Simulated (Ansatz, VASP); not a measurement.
One calculation of BAs, two programs

```xyz
2
Lattice="0.0000 2.4043 2.4043 2.4043 0.0000 2.4043 2.4043 2.4043 0.0000" Properties=species:S:1:pos:R:3 pbc="T T T"
B     0.0000    0.0000    0.0000
As    3.6065    3.6065    3.6065
```

Change from the starting cell: volume scaled by 1.02.

Alike in both runs: task single point; functional LDA; k mesh 15 × 15 × 15; occupations fermi-dirac, width 0.03 eV; no spin polarisation.

|  | VASP | Ansatz |
| --- | --- | --- |
| version | VASP 6.6.1 | Ansatz 0.2.0 |
| potentials or method | VASP PAW LDA potentials, release 64 (B, As), cutoff 520 eV | all-electron LAPW, scalar-relativistic |

|  | VASP | Ansatz | Ansatz less VASP |
| --- | --- | --- | --- |
| gap on the k mesh at the Fermi level (eV) | 1.14 | 1.15 | +0.009 |
| pressure (GPa) | -5.6 | -6.4 | -0.76 |

LDA's correlation is that of Perdew and Zunger in VASP and of Perdew and Wang (1992) in Ansatz. Ansatz ran all-electron here, and VASP with PAW potentials.
